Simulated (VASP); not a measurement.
Runs of VASP 6.6.1 on BN (Qingsongite). The structure is that of space group F-43m (No. 216), or close to it. The cells are those of the table. 

```csv
cell,gap on the mesh (eV),pressure (GPa)
"a = 2.513 Å, angles 60.0°, 2 atoms",4.51,(a)
"a = 2.565 Å, angles 60.0°, 2 atoms",(c),-0.5
"a = 2.590 Å, angles 60.0°, 2 atoms",4.42,(b)
"a = 2.614 Å, angles 60.0°, 2 atoms",4.38,-19.8
"a = 2.539 Å, angles 60.0°, 2 atoms",4.48,11.4
```

Alike in all rows: task single point; level PBE; potentials or basis VASP PAW PBE potentials, release 64 (B, N); no spin polarisation; k mesh 10 × 10 × 10; cutoff (eV) 520; smearing gaussian 0.01 eV.

Problem. Estimate the missing entries.

Solution. (a) 25.0; (b) -10.8; (c) 4.45.

A k mesh can miss the band edges.
